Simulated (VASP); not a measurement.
# Lu (P6/mmm) in VASP: a series of runs

The runs below take Lu through single point, with RPBE.

All numbers are computed with VASP 6.6.1; they aren't measurements. Logs are shortened: lines on timing, memory, paths and dates and some standing lists are left out, and cuts for length are marked.

## (1) The cell of the first run

Symmetry: P6/mmm, No. 191, hexagonal system. The conventional cell has a = 5.297 Å, b = 5.297 Å, c = 3.314 Å, α = 90.00°, β = 90.00°, γ = 120.00°. Lu (site symmetry 6/mmm) has 14 Lu at 3.31 to 3.48 Å within 4.4 Å. Within 4.0 Å of Lu (site symmetry -6m2) lie 11 Lu at 3.06 to 3.48 Å.

This isn't the form of Lu at room conditions, which is hcp.

## (2) Single point, RPBE (26.84 Å³/atom)

File INCAR:

```
ALGO     = Normal         # electronic algorithm
EDIFF    = 1E-6           # SCF threshold, eV
ENCUT    = 520            # plane-wave cutoff, eV
GGA      = RP             # functional
ISIF     = 2              # what is computed and relaxed
ISMEAR   = -1             # smearing method
LASPH    = True           # aspherical terms in the spheres
LCHARG   = False          # write CHGCAR
LREAL    = False          # projectors in reciprocal space
LWAVE    = False          # write WAVECAR
NBANDS   = 44             # bands
NELM     = 80             # most SCF steps
PREC     = Accurate       # precision mode
SIGMA    = 0.1            # smearing width, eV
```

File KPOINTS:

```
k-points
0
Gamma
  8 8 10
```

File POSCAR:

```
Lu
1.0
    5.2969442385      0.0000000000      0.0000000000
   -2.6484721192      4.5872882730      0.0000000000
    0.0000000000      0.0000000000      3.3141268879
Lu
3
Direct
    1.0000000000      0.0000000000      0.0000000000
    0.3333333333      0.6666666667      0.5000000000
    0.6666666667      0.3333333333      0.5000000000
```

Potentials or basis: VASP PAW PBE potentials, release 64 (Lu).

On the command line:

```sh
$ cat potpaw_PBE.64/Lu/POTCAR > POTCAR
$ mpirun -np 1 vasp_std > vasp.out
```

OUTCAR:

```text
EDIFF = 1E-6
   ENCUT = 520
   GGA = RP
   ISIF = 2
   ISMEAR = -1
   LASPH = True
   LREAL = False
   NELM = 80
   PREC = Accurate

 ion  position               nearest neighbor table
   1  0.000  0.000  0.000-   2 3.48   3 3.48   2 3.48   3 3.48   3 3.48   3 3.48   2 3.48   2 3.48
                             3 3.48   3 3.48   2 3.48   2 3.48
   2  0.333  0.667  0.500-   3 3.06   3 3.06   3 3.06   1 3.48   1 3.48   1 3.48   1 3.48   1 3.48
                             1 3.48
   3  0.667  0.333  0.500-   2 3.06   2 3.06   2 3.06   1 3.48   1 3.48   1 3.48   1 3.48   1 3.48
                             1 3.48

  LATTYP: Found a hexagonal cell.
 ALAT       =     5.2969442385
 C/A-ratio  =     0.6256676942

  Lattice vectors:

 A1 = (   5.2969442385,   0.0000000000,   0.0000000000)
 A2 = (  -2.6484721192,   4.5872882730,   0.0000000000)
 A3 = (   0.0000000000,   0.0000000000,   3.3141268879)

Analysis of symmetry for initial positions (statically):
=====================================================================
 Subroutine PRICEL returns:
 Original cell was already a primitive cell.

 Routine SETGRP: Setting up the symmetry group for a
 hexagonal supercell.

 Subroutine GETGRP returns: Found 24 space group operations
 (whereof 24 operations were pure point group operations)
 out of a pool of 24 trial point group operations.

The static configuration has the point symmetry D_6h.

Analysis of symmetry for dynamics (positions and initial velocities):
=====================================================================
 Subroutine PRICEL returns:
 Original cell was already a primitive cell.

 Routine SETGRP: Setting up the symmetry group for a
 hexagonal supercell.

 Subroutine GETGRP returns: Found 24 space group operations
 (whereof 24 operations were pure point group operations)
 out of a pool of 24 trial point group operations.

The dynamic configuration has the point symmetry D_6h.

 Subroutine INISYM returns: Found 24 space group operations
 (whereof 24 operations are pure point group operations),
 and found     1 'primitive' translations

----------------------------------------------------------------------------------------

                                     Primitive cell

  volume of cell :      80.5287

  direct lattice vectors                    reciprocal lattice vectors
     5.296944239  0.000000000  0.000000000     0.188788093  0.108996856  0.000000000
    -2.648472119  4.587288273  0.000000000     0.000000000  0.217993712  0.000000000
     0.000000000  0.000000000  3.314126888     0.000000000  0.000000000  0.301738598

  length of vectors
     5.296944239  5.296944239  3.314126888     0.217993712  0.217993712  0.301738598

  position of ions in fractional coordinates (direct lattice)
     0.000000000  0.000000000  0.000000000
     0.333333333  0.666666667  0.500000000
     0.666666667  0.333333333  0.500000000

  ion indices of the primitive-cell ions
   primitive index   ion index
                 1           1
                 2           2
                 3           3

----------------------------------------------------------------------------------------

 KPOINTS: k-points

Automatic generation of k-mesh.
 Grid dimensions read from file:
 generate k-points for:    8    8   10

 Generating k-lattice:

  Cartesian coordinates                     Fractional coordinates (reciprocal lattice)
     0.023598512  0.013624607  0.000000000     0.125000000  0.000000000  0.000000000
     0.000000000  0.027249214  0.000000000     0.000000000  0.125000000  0.000000000
     0.000000000  0.000000000  0.030173860     0.000000000  0.000000000  0.100000000

  Length of vectors
     0.027249214  0.027249214  0.030173860

  Shift w.r.t. Gamma in fractional coordinates (k-lattice)
     0.000000000  0.000000000  0.000000000

 Subroutine IBZKPT returns following result:
 ===========================================

 Found     60 irreducible k-points:

 Following reciprocal coordinates:
            Coordinates               Weight
  0.000000  0.000000  0.000000      1.000000
  0.125000  0.000000  0.000000      6.000000
  0.250000  0.000000  0.000000      6.000000
  0.375000  0.000000  0.000000      6.000000
  0.500000  0.000000  0.000000      3.000000
  0.125000  0.125000  0.000000      6.000000
[... 16 lines left out ...]
  0.250000  0.000000  0.200000     12.000000
  0.375000  0.000000  0.200000     12.000000
 [... further k-points ...]
   k-points           NKPTS =     60   k-points in BZ     NKDIM =     60   number of bands    NBANDS=     44
   number of dos      NEDOS =    301   number of ions     NIONS =      3
   total plane-waves  NPLWV =  44800
   dimension x,y,z NGX =    40 NGY =   40 NGZ =   28
   dimension x,y,z NGXF=    80 NGYF=   80 NGZF=   56
   ions per type =               3
   NGX,Y,Z   is equivalent  to a cutoff of  12.55, 12.55, 14.05 a.u.
   NGXF,Y,Z  is equivalent  to a cutoff of  25.11, 25.11, 28.09 a.u.
 SYSTEM =  unknown system
   PREC   = accura    normal or accurate (medium, high low for compatibility)
   ISTART =      0    job   : 0-new  1-cont  2-samecut
   ICHARG =      2    charge: 1-file 2-atom 10-const
   ISPIN  =      1    spin polarized calculation?
   LNONCOLLINEAR =      F non collinear calculations
   LSORBIT =      F    spin-orbit coupling
   LASPH  =      T    aspherical Exc in radial PAW
   ENCUT  =  520.0 eV  38.22 Ry    6.18 a.u.   9.85  9.85  6.16*2*pi/ulx,y,z
   NELM   =     80;   NELMIN=  2; NELMDL= -5     # of ELM steps
   EDIFF  = 0.1E-05   stopping-criterion for ELM
   LREAL  =      F    real-space projection
   EDIFFG = 0.1E-04   stopping-criterion for IOM
   NSW    =      0    number of steps for IOM
   IBRION =     -1    ionic relax: 0-MD 1-quasi-New 2-CG
   NFREE  =      0    steps in history (QN), initial steepest desc. (CG)
   ISIF   =      2    stress and relaxation
   ISYM   =      2    0-nonsym 1-usesym 2-fastsym
   POTIM  = 0.5000    time-step for ionic-motion
   TEBEG  =    0.0;   TEEND  =   0.0 temperature during run
   PSTRESS=    0.0 pullay stress
   NELECT =      75.0000    total number of electrons
   NUPDOWN=      -1.0000    fix difference up-down
   EMIN   =  10.00;   EMAX   =-10.00  energy-range for DOS
   EFERMI =   0.00;   METHOD = LEGACY
   ISMEAR =    -1;   SIGMA  =   0.10  broadening in eV -4-tet -1-fermi 0-gaus
   EFERMI_NEDOS =   21; number of points for ismear=-14 and -15
   IALGO  =     38    algorithm
   IMIX   =      4    mixing-type and parameters
     AMIX     =   0.40;   BMIX     =  1.00
     AMIX_MAG =   1.60;   BMIX_MAG =  1.00
  volume/ion in A,a.u.               =      26.84       181.14
  Fermi-wavevector in a.u.,A,eV,Ry     =   1.598742  3.021184 34.776166  2.555976
  Thomas-Fermi vector in A             =   2.696144
   LORBIT       =      0    0 simple, 1 ext, 2 COOP (PROOUT), +10 PAW based schemes
   GGA     = RP    functional components
   LHFCALC =     F    Hartree Fock is set to
   AEXX    =    0.0000 exact exchange contribution
   IVDW    =     0    specifies the selected vdW correction
   LEPSILON=     F    determine dielectric tensor
   LRPA    =     F    only Hartree local field effects (RPA)
 non-spin polarized calculation
  energy-cutoff  :      520.00
  volume of cell :       80.53
 maximum number of plane-waves:      2184
 NGX is ok and might be reduce to    40
   NGX = 19   NGY = 19   NGZ = 13

 number of electron      74.9999995 magnetization

 Free energy of the ion-electron system (eV)
  ---------------------------------------------------
  ext. energy  EPLUGINS =         0.00000000
  ---------------------------------------------------
  free energy    TOTEN  =       -12.16739599 eV

  energy without entropy =      -12.00960839  energy(sigma->0) =      -12.08850219

 E-fermi :   2.6030     XC(G=0): -10.9071

 val. band max:        2.5914688564   @ k =   0.3750   0.1250   0.5000
 cond. band min:       2.6047881648   @ k =   0.3750   0.0000   0.3000
 fundamental gap:      0.0133193084
 Fermi energy:         2.6030218650

 k-point     1 :       0.0000    0.0000    0.0000
  band No.  band energies     occupation
      1     -53.5051      2.00000
      2     -53.4321      2.00000
      3     -53.3102      2.00000
      4     -24.4377      2.00000
      5     -24.4377      2.00000
      6     -24.1269      2.00000
[... 36 lines left out ...]
     43       5.7746      0.00000
     44       6.3076      0.00000

 k-point     2 :       0.1250    0.0000    0.0000
  band No.  band energies     occupation
      1     -53.5025      2.00000
      2     -53.4345      2.00000
      3     -53.3104      2.00000
      4     -24.4599      2.00000
      5     -24.4383      2.00000
      6     -24.0975      2.00000
[... 36 lines left out ...]
     43       5.8415      0.00000
     44       5.9215      0.00000

 k-point     3 :       0.2500    0.0000    0.0000
  band No.  band energies     occupation
      1     -53.4953      2.00000
      2     -53.4412      2.00000
      3     -53.3110      2.00000
      4     -24.5031      2.00000
      5     -24.4198      2.00000
      6     -24.0327      2.00000
[... 36 lines left out ...]
     43       5.4537      0.00000
     44       5.7718      0.00000

 k-point     4 :       0.3750    0.0000    0.0000
  band No.  band energies     occupation
      1     -53.4856      2.00000
      2     -53.4504      2.00000
      3     -53.3116      2.00000
      4     -24.5382      2.00000
      5     -24.3650      2.00000
      6     -24.0424      2.00000
[... 882 lines left out ...]
     43       5.5763      0.00000
     44       5.5769      0.00000

 k-point    23 :       0.2500    0.0000    0.2000
  band No.  band energies     occupation
      1     -53.4890      2.00000
      2     -53.4355      2.00000
      3     -53.3055      2.00000
      4     -24.4724      2.00000
      5     -24.3966      2.00000
      6     -24.1410      2.00000
[... 36 lines left out ...]
     43       5.0829      0.00000
     44       5.6460      0.00000

 k-point    24 :       0.3750    0.0000    0.2000
  band No.  band energies     occupation
      1     -53.4796      2.00000
      2     -53.4446      2.00000
      3     -53.3059      2.00000
      4     -24.5017      2.00000
      5     -24.3535      2.00000
      6     -24.1379      2.00000
[... 36 lines left out ...]
     43       4.9188      0.00000
     44       5.9307      0.00000

 [... further k-points ...]

------------------------ aborting loop because EDIFF is reached ----------------------------------------

  FORCE on cell =-STRESS in cart. coord.  units (eV):
  Direction    XX          YY          ZZ          XY          YZ          ZX
  --------------------------------------------------------------------------------------
  -------------------------------------------------------------------------------------
  Total        3.3674783      3.3674783      3.3047871      0.0000000      0.0000000      0.0000000
  in kB       66.9984600     66.9984600     65.7511734      0.0000000      0.0000000      0.0000000
  external PRESSURE =      66.5826978 kB  Pullay stress =       0.0000000 kB

 VOLUME and BASIS-vectors are now :
 -----------------------------------------------------------------------------
  energy-cutoff  :      520.00
  volume of cell :       80.53
      direct lattice vectors                 reciprocal lattice vectors
     5.296944239  0.000000000  0.000000000     0.188788093  0.108996856  0.000000000
    -2.648472119  4.587288273  0.000000000     0.000000000  0.217993712  0.000000000
     0.000000000  0.000000000  3.314126888     0.000000000  0.000000000  0.301738598

 POSITION                                       TOTAL-FORCE (eV/Angst)
 -----------------------------------------------------------------------------------
      0.00000      0.00000      0.00000         0.000000      0.000000      0.000000
     -0.00000      3.05819      1.65706        -0.000000     -0.000000     -0.000000
      2.64847      1.52910      1.65706         0.000000      0.000000      0.000000
 -----------------------------------------------------------------------------------
    total drift:                               -0.000000      0.000000      0.000000

  FREE ENERGIE OF THE ION-ELECTRON SYSTEM (eV)
  ---------------------------------------------------
  free  energy   TOTEN  =       -12.1673959918 eV

  energy  without entropy=      -12.0096083881  energy(sigma->0) =      -12.08850219
```

Run time: 1.7 min. Hardware: 1 thread of Intel Xeon 6975P-C (Granite Rapids), shared host; peak memory 0.31 GiB.

What came out:

* Free energy: -12.1674 eV
* Pressure: 6.7 GPa
* Band gap on the k mesh: zero (an odd number of electrons rules out a gap without spin polarisation)

Stress tensor (GPa, compression positive):
```
6.70 0.00 0.00
0.00 6.70 0.00
0.00 0.00 6.58
```

Caveat: the cell stands under pressure; the PAW data sets were made with another functional, which shifts forces and pressure a little; spin-orbit coupling is left out, which moves the levels of the heavy elements.

## (3) Single point, RPBE (28.06 Å³/atom)

This run uses another cell than the first one, of 28.06 Å³/atom.

File INCAR:

```
PREC = Accurate
ENCUT = 520
EDIFF = 1E-6
ISMEAR = -1
SIGMA = 0.1
LREAL = False
LASPH = True
NELM = 100
ALGO = Normal
ISIF = 2
LWAVE = False
LCHARG = True
GGA = RP
LELF = True
LVHAR = True
NBANDS = 44
```

File KPOINTS:

```
Automatic mesh
0
Gamma
  8 8 10
```

File POSCAR:

```
Lu
1.0
    5.3760147651      0.0000000000      0.0000000000
   -2.6880073825      4.6557653577      0.0000000000
    0.0000000000      0.0000000000      3.3635987620
Lu
3
Direct
    1.0000000000      0.0000000000      0.0000000000
    0.3333333333      0.6666666667      0.5000000000
    0.6666666667      0.3333333333      0.5000000000
```

Potentials or basis: VASP PAW PBE potentials, release 64 (Lu).

On the command line:

```sh
$ cat potpaw_PBE.64/Lu/POTCAR > POTCAR
$ mpirun -np 1 vasp_std > vasp.out
```

OUTCAR:

```text
PREC = Accurate
   ENCUT = 520
   EDIFF = 1E-6
   ISMEAR = -1
   LREAL = False
   LASPH = True
   NELM = 100
   ISIF = 2
   GGA = RP

 ion  position               nearest neighbor table
   1  0.000  0.000  0.000-   2 3.53   3 3.53   2 3.53   3 3.53   2 3.53   2 3.53   3 3.53   3 3.53
                             3 3.53   3 3.53   2 3.53   2 3.53
   2  0.333  0.667  0.500-   3 3.10   3 3.10   3 3.10   1 3.53   1 3.53   1 3.53   1 3.53   1 3.53
                             1 3.53
   3  0.667  0.333  0.500-   2 3.10   2 3.10   2 3.10   1 3.53   1 3.53   1 3.53   1 3.53   1 3.53
                             1 3.53

[... 1326 lines left out ...]
  Direction    XX          YY          ZZ          XY          YZ          ZX
  --------------------------------------------------------------------------------------
  -------------------------------------------------------------------------------------
  Total        2.1510615      2.1510615      2.1630753      0.0000000     -0.0000000     -0.0000000
  in kB       40.9362147     40.9362147     41.1648464      0.0000000     -0.0000000     -0.0000000
  external PRESSURE =      41.0124253 kB  Pullay stress =       0.0000000 kB

 VOLUME and BASIS-vectors are now :
 -----------------------------------------------------------------------------
  energy-cutoff  :      520.00
  volume of cell :       84.19
      direct lattice vectors                 reciprocal lattice vectors
     5.376014765  0.000000000  0.000000000     0.186011394  0.107393728  0.000000000
    -2.688007382  4.655765358  0.000000000     0.000000000  0.214787457  0.000000000
     0.000000000  0.000000000  3.363598762     0.000000000  0.000000000  0.297300621

 POSITION                                       TOTAL-FORCE (eV/Angst)
 -----------------------------------------------------------------------------------
      0.00000      0.00000      0.00000         0.000000      0.000000      0.000000
     -0.00000      3.10384      1.68180        -0.000000     -0.000000     -0.000000
      2.68801      1.55192      1.68180         0.000000      0.000000      0.000000
 -----------------------------------------------------------------------------------
    total drift:                               -0.000000      0.000000      0.000000

  FREE ENERGIE OF THE ION-ELECTRON SYSTEM (eV)
  ---------------------------------------------------
  free  energy   TOTEN  =       -12.2890176693 eV

  energy  without entropy=      -12.1259370634  energy(sigma->0) =      -12.20747737
```

Run time: 97 s. Hardware: 1 thread of Intel Xeon 6975P-C (Granite Rapids), shared host; peak memory 0.31 GiB.

What came out:

| Item | Value |
| --- | --- |
| Free energy | -12.2890 eV |
| Pressure | 4.1 GPa |
| Band gap on the k mesh | zero (an odd number of electrons rules out a gap without spin polarisation) |

Levels at points of the mesh, in eV from the Fermi level:
```csv
k point,band 36,band 37,band 38,band 39,band 40,band 41
"(0.00, 0.00, 0.00)",0.00,0.00,0.06,0.06,0.26,2.21
"(0.50, 0.00, 0.00)",-2.34,0.59,0.81,0.86,0.88,1.28
"(0.00, 0.00, 0.50)",-1.14,-1.14,-0.67,-0.67,2.08,2.08
"(0.50, 0.00, 0.50)",-0.85,-0.24,-0.16,0.00,0.61,1.74
```

Caveat: the cell stands under pressure; the PAW data sets were made with another functional, which shifts forces and pressure a little; spin-orbit coupling is left out, which moves the levels of the heavy elements.

(Part 1 of 2 ends here.)

The gap in the log of VASP goes by the Fermi energy; the results here count the filled bands.